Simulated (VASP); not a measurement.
Input of a VASP 6.6.1 run:

The input INCAR:

```
SYSTEM = TaBiO
ALGO     = Normal         ! electronic algorithm
EDIFF    = 1E-7           ! SCF threshold, eV
EDIFFG   = -0.04          ! ionic threshold
ENCUT    = 600            ! plane-wave cutoff, eV
GGA      = PE             ! functional
IBRION   = 2              ! ionic algorithm
ISIF     = 3              ! what is computed and relaxed
ISMEAR   = 0              ! smearing method
LASPH    = .TRUE.         ! aspherical terms in the spheres
LCHARG   = .FALSE.        ! write CHGCAR
LREAL    = .FALSE.        ! projectors in reciprocal space
LWAVE    = .FALSE.        ! write WAVECAR
NELM     = 60             ! most SCF steps
NSW      = 90             ! ionic steps
PREC     = Accurate       ! precision mode
SIGMA    = 0.1            ! smearing width, eV
```

KPOINTS

```
k-points
0
G
  6 6 2
  0 0 0
```

File POSCAR:

```
TaBiO
1.0
    3.3451209900      0.0000000000      0.0000000000
    0.0000000000      3.3451209900      0.0000000000
    0.0000000000      0.0000000000      8.5025876100
Ta Bi O
2 2 2
Direct
    0.0000000000      0.5000000000      0.6647710200
    0.5000000000      0.0000000000      0.3352289800
    0.5000000000      0.0000000000      0.9026290200
    0.0000000000      0.5000000000      0.0973709800
    0.0000000000      0.5000000000      0.3764100100
    0.5000000000      0.0000000000      0.6235899900
```

Potentials or basis: VASP PAW PBE potentials, release 64 (Ta_pv, Bi_d, O).

Run with:

```bash
$ cat potpaw_PBE.64/Ta_pv/POTCAR potpaw_PBE.64/Bi_d/POTCAR potpaw_PBE.64/O/POTCAR > POTCAR
$ mpirun -np 1 vasp_std > vasp.out
```

(1) Estimate the relaxed volume.

(2) What does it give for the space group after relaxing (to 0.1 Å)?

(3) Predict the relaxed cell.

Answers

(1) 17.51 Å³/atom.

(2) P4/nmm (No. 129).

(3) a = 3.075 Å, b = 3.075 Å, c = 11.111 Å, α = 90.00°, β = 90.00°, γ = 90.00°.

Caveat: the k points lie up to 0.34 Å⁻¹ apart in the final cell, too coarse for converged energies and pressures of a metal; a cell axis changed by over 15 % at a fixed basis, so the end point is rough.
